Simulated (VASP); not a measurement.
# Cu2Ni (P-6m2) in VASP: a series of runs

The runs below take Cu2Ni through single point, with PBE.

Everything below comes from runs of VASP 6.6.1. Logs are shortened: lines on timing, memory, paths and dates and some standing lists are left out, and cuts for length are marked.

### 1 The cell of the first run

It takes space group P-6m2 (No. 187, hexagonal). Conventional cell: a = 2.523 Å, b = 2.523 Å, c = 12.553 Å, α = 90.00°, β = 90.00°, γ = 120.00°. Within 3.3 Å of Cu (site symmetry 3m) lie 9 Cu at 2.52 to 2.58 Å and 3 Ni at 2.53 Å. Within 3.3 Å of Cu (site symmetry -6m2) lie 6 Cu at 2.52 Å and 6 Ni at 2.54 Å. Cu (site symmetry -6m2) has 12 Cu at 2.52 to 2.58 Å within 3.3 Å. Within 3.3 Å of Ni (site symmetry 3m) lie 6 Ni at 2.52 Å and 6 Cu at 2.53 to 2.54 Å.

### 2 Single point, PBE

The input, INCAR:

```
PREC = Accurate
ENCUT = 520
EDIFF = 1E-6
ISMEAR = 0
SIGMA = 0.2
LREAL = False
LASPH = True
NELM = 100
ALGO = Fast
ISIF = 2
LWAVE = False
LCHARG = False
GGA = PE
NBANDS = 76
```

The input, KPOINTS:

```
Automatic mesh
0
Gamma
  12 12 1
```

The input, POSCAR:

```
Cu2Ni
1.0
    2.5231797970      0.0000000000      0.0000000000
   -1.2615898985      2.1851378026      0.0000000000
    0.0000000000      0.0000000000     25.1063876000
Cu Ni
8 4
Direct
    0.3333333333      0.6666666667      0.4151420000
    0.3333333333      0.6666666667      0.9151420000
    0.3333333333      0.6666666667      0.0848580000
    0.3333333333      0.6666666667      0.5848580000
    0.3333333333      0.6666666667      0.2500000000
    0.3333333333      0.6666666667      0.7500000000
    0.6666666667      0.3333333333      0.0000000000
    0.6666666667      0.3333333333      0.5000000000
    0.6666666667      0.3333333333      0.1672625000
    0.6666666667      0.3333333333      0.6672625000
    0.6666666667      0.3333333333      0.3327375000
    0.6666666667      0.3333333333      0.8327375000
```

Potentials or basis: VASP PAW PBE potentials, release 64 (Cu, Ni).

On the command line:

```console
$ cat potpaw_PBE.64/Cu/POTCAR potpaw_PBE.64/Ni/POTCAR > POTCAR
$ mpirun -np 1 vasp_std > vasp.out
```

OUTCAR:

```text
PREC = Accurate
   ENCUT = 520
   EDIFF = 1E-6
   ISMEAR = 0
   LREAL = False
   LASPH = True
   NELM = 100
   ISIF = 2
   GGA = PE

 ion  position               nearest neighbor table
   1  0.333  0.667  0.415-  11 2.53  11 2.53  11 2.53   8 2.58   8 2.58   8 2.58
   2  0.333  0.667  0.915-  12 2.53  12 2.53  12 2.53   7 2.58   7 2.58   7 2.58
   3  0.333  0.667  0.085-   9 2.53   9 2.53   9 2.53   7 2.58   7 2.58   7 2.58
   4  0.333  0.667  0.585-  10 2.53  10 2.53  10 2.53   8 2.58   8 2.58   8 2.58
   5  0.333  0.667  0.250-   9 2.54  11 2.54   9 2.54  11 2.54   9 2.54  11 2.54
   6  0.333  0.667  0.750-  10 2.54  12 2.54  10 2.54  12 2.54  10 2.54  12 2.54
   7  0.667  0.333  0.000-   2 2.58   3 2.58   2 2.58   3 2.58   2 2.58   3 2.58
   8  0.667  0.333  0.500-   1 2.58   4 2.58   1 2.58   4 2.58   1 2.58   4 2.58
   9  0.667  0.333  0.167-   3 2.53   3 2.53   3 2.53   5 2.54   5 2.54   5 2.54
  10  0.667  0.333  0.667-   4 2.53   4 2.53   4 2.53   6 2.54   6 2.54   6 2.54
  11  0.667  0.333  0.333-   1 2.53   1 2.53   1 2.53   5 2.54   5 2.54   5 2.54
  12  0.667  0.333  0.833-   2 2.53   2 2.53   2 2.53   6 2.54   6 2.54   6 2.54

  LATTYP: Found a hexagonal cell.
 ALAT       =     2.5231797970
 C/A-ratio  =     9.9502966970

  Lattice vectors:

 A1 = (   2.5231797970,   0.0000000000,   0.0000000000)
 A2 = (  -1.2615898985,   2.1851378026,   0.0000000000)
 A3 = (   0.0000000000,   0.0000000000,  25.1063876000)

Analysis of symmetry for initial positions (statically):
=====================================================================
 Subroutine PRICEL returns following result:

  LATTYP: Found a hexagonal cell.
 ALAT       =     2.5231797970
 C/A-ratio  =     4.9751483485

  Lattice vectors:

 A1 = (   2.5231797970,   0.0000000000,   0.0000000000)
 A2 = (  -1.2615898985,   2.1851378026,   0.0000000000)
 A3 = (   0.0000000000,   0.0000000000,  12.5531938000)

   2 primitive cells build up your supercell.

 Routine SETGRP: Setting up the symmetry group for a
 hexagonal supercell.

 Subroutine GETGRP returns: Found 12 space group operations
 (whereof 12 operations were pure point group operations)
 out of a pool of 24 trial point group operations.

The static configuration has the point symmetry D_3h.

Analysis of symmetry for dynamics (positions and initial velocities):
=====================================================================
 Subroutine PRICEL returns following result:

  LATTYP: Found a hexagonal cell.
 ALAT       =     2.5231797970
 C/A-ratio  =     4.9751483485

  Lattice vectors:

 A1 = (   2.5231797970,   0.0000000000,   0.0000000000)
 A2 = (  -1.2615898985,   2.1851378026,   0.0000000000)
 A3 = (   0.0000000000,   0.0000000000,  12.5531938000)

   2 primitive cells build up your supercell.

 Routine SETGRP: Setting up the symmetry group for a
 hexagonal supercell.

 Subroutine GETGRP returns: Found 12 space group operations
 (whereof 12 operations were pure point group operations)
 out of a pool of 24 trial point group operations.

The dynamic configuration has the point symmetry D_3h.

 Subroutine INISYM returns: Found 12 space group operations
 (whereof 12 operations are pure point group operations),
 and found     2 'primitive' translations

----------------------------------------------------------------------------------------

                                     Primitive cell

  volume of cell :      69.2120

  direct lattice vectors                    reciprocal lattice vectors
     2.523179797  0.000000000  0.000000000     0.396325304  0.228818521  0.000000000
    -1.261589899  2.185137803  0.000000000     0.000000000  0.457637042  0.000000000
     0.000000000  0.000000000 12.553193800     0.000000000  0.000000000  0.079661002

  length of vectors
     2.523179797  2.523179797 12.553193800     0.457637042  0.457637042  0.079661002

  position of ions in fractional coordinates (direct lattice)
     0.333333333  0.666666667  0.830284000
     0.333333333  0.666666667  0.169716000
     0.333333333  0.666666667  0.500000000
     0.666666667  0.333333333  1.000000000
     0.666666667  0.333333333  0.334525000
     0.666666667  0.333333333  0.665475000

  ion indices of the primitive-cell ions
   primitive index   ion index
                 1           1
                 2           4
                 3           5
                 4           8
                 5           9
                 6          11

----------------------------------------------------------------------------------------

 KPOINTS: Automatic mesh

Automatic generation of k-mesh.
 Grid dimensions read from file:
 generate k-points for:   12   12    1

 Generating k-lattice:

  Cartesian coordinates                     Fractional coordinates (reciprocal lattice)
     0.033027109  0.019068210  0.000000000     0.083333333  0.000000000  0.000000000
     0.000000000  0.038136420  0.000000000     0.000000000  0.083333333  0.000000000
     0.000000000  0.000000000  0.039830501     0.000000000  0.000000000  1.000000000

  Length of vectors
     0.038136420  0.038136420  0.039830501

  Shift w.r.t. Gamma in fractional coordinates (k-lattice)
     0.000000000  0.000000000  0.000000000

 Subroutine IBZKPT returns following result:
 ===========================================

 Found     19 irreducible k-points:

 Following reciprocal coordinates:
            Coordinates               Weight
  0.000000  0.000000  0.000000      1.000000
  0.083333 -0.000000  0.000000      6.000000
  0.166667  0.000000  0.000000      6.000000
  0.250000  0.000000  0.000000      6.000000
  0.333333  0.000000  0.000000      6.000000
  0.416667  0.000000  0.000000      6.000000
[... 11 lines left out ...]
  0.333333  0.250000  0.000000     12.000000
  0.333333  0.333333  0.000000      2.000000
   k-points           NKPTS =     19   k-points in BZ     NKDIM =     19   number of bands    NBANDS=     76
   number of dos      NEDOS =    301   number of ions     NIONS =     12
   total plane-waves  NPLWV =  76800
   dimension x,y,z NGX =    20 NGY =   20 NGZ =  192
   dimension x,y,z NGXF=    40 NGYF=   40 NGZF=  384
   ions per type =               8   4
   NGX,Y,Z   is equivalent  to a cutoff of  13.18, 13.18, 12.71 a.u.
   NGXF,Y,Z  is equivalent  to a cutoff of  26.35, 26.35, 25.43 a.u.
 SYSTEM =  unknown system
   PREC   = accura    normal or accurate (medium, high low for compatibility)
   ISTART =      0    job   : 0-new  1-cont  2-samecut
   ICHARG =      2    charge: 1-file 2-atom 10-const
   ISPIN  =      1    spin polarized calculation?
   LNONCOLLINEAR =      F non collinear calculations
   LSORBIT =      F    spin-orbit coupling
   LASPH  =      T    aspherical Exc in radial PAW
   ENCUT  =  520.0 eV  38.22 Ry    6.18 a.u.   4.69  4.69 46.68*2*pi/ulx,y,z
   NELM   =    100;   NELMIN=  2; NELMDL= -5     # of ELM steps
   EDIFF  = 0.1E-05   stopping-criterion for ELM
   LREAL  =      F    real-space projection
   EDIFFG = 0.1E-04   stopping-criterion for IOM
   NSW    =      0    number of steps for IOM
   IBRION =     -1    ionic relax: 0-MD 1-quasi-New 2-CG
   NFREE  =      0    steps in history (QN), initial steepest desc. (CG)
   ISIF   =      2    stress and relaxation
   ISYM   =      2    0-nonsym 1-usesym 2-fastsym
   POTIM  = 0.5000    time-step for ionic-motion
   TEBEG  =    0.0;   TEEND  =   0.0 temperature during run
   PSTRESS=    0.0 pullay stress
   NELECT =     128.0000    total number of electrons
   NUPDOWN=      -1.0000    fix difference up-down
   EMIN   =  10.00;   EMAX   =-10.00  energy-range for DOS
   EFERMI =   0.00;   METHOD = LEGACY
   ISMEAR =     0;   SIGMA  =   0.20  broadening in eV -4-tet -1-fermi 0-gaus
   EFERMI_NEDOS =   21; number of points for ismear=-14 and -15
   IALGO  =     68    algorithm
   IMIX   =      4    mixing-type and parameters
     AMIX     =   0.40;   BMIX     =  1.00
     AMIX_MAG =   1.60;   BMIX_MAG =  1.00
  volume/ion in A,a.u.               =      11.54        77.84
  Fermi-wavevector in a.u.,A,eV,Ry     =   1.594928  3.013977 34.610434  2.543795
  Thomas-Fermi vector in A             =   2.692926
   LORBIT       =      0    0 simple, 1 ext, 2 COOP (PROOUT), +10 PAW based schemes
   GGA     = PE    functional components
   LHFCALC =     F    Hartree Fock is set to
   AEXX    =    0.0000 exact exchange contribution
   IVDW    =     0    specifies the selected vdW correction
   LEPSILON=     F    determine dielectric tensor
   LRPA    =     F    only Hartree local field effects (RPA)
 non-spin polarized calculation
 RMM-DIIS sequential band-by-band and
 Gauss-broadening in eV      SIGMA  =   0.20
  energy-cutoff  :      520.00
  volume of cell :      138.42
 maximum number of plane-waves:      3777
 NGX is ok and might be reduce to    20

 number of electron     127.9999966 magnetization

 Free energy of the ion-electron system (eV)
  ---------------------------------------------------
  ext. energy  EPLUGINS =         0.00000000
  ---------------------------------------------------
  free energy    TOTEN  =       -51.55077414 eV

  energy without entropy =      -51.39842265  energy(sigma->0) =      -51.47459840

 E-fermi :   8.0012     XC(G=0): -12.8728

 val. band max:        7.9609904902   @ k =   0.4167   0.0000   0.0000
 cond. band min:       8.0184495728   @ k =   0.0833  -0.0000   0.0000
 fundamental gap:      0.0574590826
 Fermi energy:         8.0012332230

 k-point     1 :       0.0000    0.0000    0.0000
  band No.  band energies     occupation
      1      -1.1863      2.00000
      2      -1.0632      2.00000
      3      -0.7285      2.00000
      4      -0.1932      2.00000
      5      -0.0766      2.00000
      6       0.8130      2.00000
[... 68 lines left out ...]
     75      14.2354      0.00000
     76      16.9146      0.00000
[... 1420 lines left out ...]
     75      12.9649      0.00000
     76      13.0230      0.00000

------------------------ aborting loop because EDIFF is reached ----------------------------------------

  FORCE on cell =-STRESS in cart. coord.  units (eV):
  Direction    XX          YY          ZZ          XY          YZ          ZX
  --------------------------------------------------------------------------------------
  -------------------------------------------------------------------------------------
  Total        0.4440752      0.4440752      0.3362269      0.0000000      0.0000000      0.0000000
  in kB        5.1399137      5.1399137      3.8916327      0.0000000      0.0000000      0.0000000
  external PRESSURE =       4.7238200 kB  Pullay stress =       0.0000000 kB

 VOLUME and BASIS-vectors are now :
 -----------------------------------------------------------------------------
  energy-cutoff  :      520.00
  volume of cell :      138.42
      direct lattice vectors                 reciprocal lattice vectors
     2.523179797  0.000000000  0.000000000     0.396325304  0.228818521  0.000000000
    -1.261589899  2.185137803  0.000000000     0.000000000  0.457637042  0.000000000
     0.000000000  0.000000000 25.106387600     0.000000000  0.000000000  0.039830501

 POSITION                                       TOTAL-FORCE (eV/Angst)
 -----------------------------------------------------------------------------------
     -0.00000      1.45676     10.42272        -0.000000      0.000000     -0.020034
     -0.00000      1.45676     22.97591        -0.000000      0.000000     -0.020034
     -0.00000      1.45676      2.13048        -0.000000      0.000000      0.020034
     -0.00000      1.45676     14.68367        -0.000000      0.000000      0.020034
     -0.00000      1.45676      6.27660         0.000000     -0.000000     -0.000000
     -0.00000      1.45676     18.82979         0.000000     -0.000000     -0.000000
      1.26159      0.72838      0.00000         0.000000      0.000000     -0.000000
      1.26159      0.72838     12.55319         0.000000      0.000000     -0.000000
      1.26159      0.72838      4.19936         0.000000      0.000000     -0.005352
      1.26159      0.72838     16.75255         0.000000      0.000000     -0.005352
      1.26159      0.72838      8.35384         0.000000      0.000000      0.005352
      1.26159      0.72838     20.90703         0.000000      0.000000      0.005352
 -----------------------------------------------------------------------------------
    total drift:                                0.000001     -0.000000      0.000000

  FREE ENERGIE OF THE ION-ELECTRON SYSTEM (eV)
  ---------------------------------------------------
  free  energy   TOTEN  =       -51.5507741430 eV

  energy  without entropy=      -51.3984226496  energy(sigma->0) =      -51.47459840
```

It took 11 min on 1 thread of Intel Xeon 8259CL, shared host; peak memory 0.31 GiB.

What came out:

| Property | Result |
| --- | --- |
| Free energy | -51.5508 eV |
| Pressure | 0.5 GPa |
| Largest force | 0.020 eV/Å |
| Band gap on the k mesh | zero (bands 64 and 65 overlap by 4.32 eV) |

Forces on the atoms (eV/Å):
```
Cu   0.000  0.000 -0.020
Cu   0.000  0.000 -0.020
Cu   0.000  0.000  0.020
Cu   0.000  0.000  0.020
Cu   0.000  0.000  0.000
Cu   0.000  0.000  0.000
Cu   0.000  0.000  0.000
Cu   0.000  0.000  0.000
Ni   0.000  0.000 -0.005
Ni   0.000  0.000 -0.005
Ni   0.000  0.000  0.005
Ni   0.000  0.000  0.005
```

Spin polarisation is off, so any magnetic state and its effect on volume and gap are missing.

### 3 Single point, PBE

This run uses another cell than the first one: it holds 6 atoms, not 12.

The input, INCAR:

```
ALGO     = Fast           # electronic algorithm
EDIFF    = 1E-6           # SCF threshold, eV
ENCUT    = 520            # plane-wave cutoff, eV
GGA      = PE             # functional
ISIF     = 2              # what is computed and relaxed
ISMEAR   = 0              # smearing method
LASPH    = True           # aspherical terms in the spheres
LCHARG   = True           # write CHGCAR
LELF     = True           # ELF
LREAL    = False          # projectors in reciprocal space
LVHAR    = True         
LWAVE    = False          # write WAVECAR
NBANDS   = 41             # bands
NELM     = 60             # most SCF steps
PREC     = Accurate       # precision mode
SIGMA    = 0.1            # smearing width, eV
```

The input, KPOINTS:

```
k-points
0
Gamma
  18 18 4
```

The input, POSCAR:

```
Cu2Ni
1.0
    2.5231797970      0.0000000000      0.0000000000
   -1.2615898985      2.1851378026      0.0000000000
    0.0000000000      0.0000000000     12.5531938000
Cu Ni
4 2
Direct
    0.3333333333      0.6666666667      0.8302840000
    0.3333333333      0.6666666667      0.1697160000
    0.3333333333      0.6666666667      0.5000000000
    0.6666666667      0.3333333333      0.0000000000
    0.6666666667      0.3333333333      0.3345250000
    0.6666666667      0.3333333333      0.6654750000
```

Potentials or basis: VASP PAW PBE potentials, release 64 (Cu, Ni).

On the command line:

```console
$ cat potpaw_PBE.64/Cu/POTCAR potpaw_PBE.64/Ni/POTCAR > POTCAR
$ mpirun -np 1 vasp_std > vasp.out
```

Wall time 14 min (1 thread of Intel Xeon 8259CL, shared host); peak memory 0.34 GiB.

It converged, with:

- Free energy: -25.7537 eV
- Pressure: 0.6 GPa
- Largest force: 0.013 eV/Å
- Band gap on the k mesh: zero (bands 32 and 33 overlap by 4.34 eV)

Forces on the atoms (eV/Å):
```
Cu   0.000  0.000 -0.013
Cu   0.000  0.000  0.013
Cu   0.000  0.000  0.000
Cu   0.000  0.000  0.000
Ni   0.000  0.000  0.000
Ni   0.000  0.000  0.000
```

Stress tensor (GPa, compression positive):
```
0.60 0.00 0.00
0.00 0.60 0.00
0.00 0.00 0.49
```

Levels at points of the mesh, in eV from the Fermi level:
| k point | band 31 | band 32 | band 33 | band 34 | band 35 | band 36 |
| --- | --- | --- | --- | --- | --- | --- |
| (0.00, 0.00, 0.00) | -1.27 | -0.76 | -0.35 | -0.35 | -0.33 | -0.33 |
| (0.50, 0.00, 0.00) | 0.13 | 0.46 | 0.77 | 1.44 | 1.98 | 2.50 |
| (0.00, 0.00, 0.50) | -1.28 | -1.28 | -0.35 | -0.35 | -0.33 | -0.33 |
| (0.50, 0.00, 0.50) | 0.34 | 0.74 | 0.86 | 1.01 | 2.03 | 2.52 |

Spin polarisation is off, so any magnetic state and its effect on volume and gap are missing.

The gap in the log of VASP goes by the Fermi energy; the results here count the filled bands.